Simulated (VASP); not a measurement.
**BaTiO3: single point with PBEsol+D3(BJ)**

Crystal: BaTiO3.

```xyz
5
Lattice="2.7935 1.6128 2.2846 -2.7935 1.6128 2.2846 0.0000 -3.2256 2.2846" Properties=species:S:1:pos:R:3 pbc="T T T"
Ba    0.0000    0.0000   -0.0026
Ti    0.0000    0.0000    3.3657
O     0.0000    1.6011    2.3498
O    -1.3866   -0.8005    2.3498
O     1.3866   -0.8005    2.3498
```

| Quantity | Value |
| --- | --- |
| Program | VASP 6.6.1 |
| Task | single point |
| Functional | PBEsol |
| Dispersion | D3(BJ) |
| Potentials or basis | VASP PAW PBE potentials, release 64 (Ba_sv, Ti_sv, O) |
| Cutoff | 520 eV |
| k mesh | 6 × 6 × 6 |
| Occupations | gaussian, width 0.01 eV |
| Spin | no spin polarisation |

```json
{
 "Pressure": "2.2 GPa",
 "Largest force": "0.040 eV/Å",
 "Band gap on the k mesh": "2.07 eV, indirect (least direct gap 2.31 eV)",
 "Dispersion energy per atom": "-0.275 eV"
}
```

Forces in eV/Å, atoms in the order of the input:
```
Ba   0.000  0.000  0.029
Ti   0.000  0.000  0.040
O    0.000  0.013 -0.023
O   -0.011 -0.006 -0.023
O    0.011 -0.006 -0.023
```

Levels at points of the mesh, in eV from the valence-band top:
```tsv
k point	band 18	band 19	band 20	band 21	band 22	band 23
(0.00, 0.00, 0.00)	-0.33	-0.23	-0.23	2.07	2.07	2.17
(0.50, 0.00, 0.00)	-1.78	-0.85	-0.77	2.27	3.80	3.86
(0.50, 0.50, 0.00)	-0.86	-0.84	-0.10	3.85	3.85	4.23
(0.50, 0.50, 0.50)	-0.01	-0.01	0.00	4.47	4.54	4.54
```

Wall time 44 s on 1 thread of Intel(R) Xeon(R) Platinum 8488C (Sapphire Rapids), on a shared host, peak memory 0.21 GiB.

Caveat: the PAW data sets were made with another functional, which shifts forces and pressure a little; spin-orbit coupling is left out, which moves the levels of the heavy elements. A k mesh can miss the band edges.
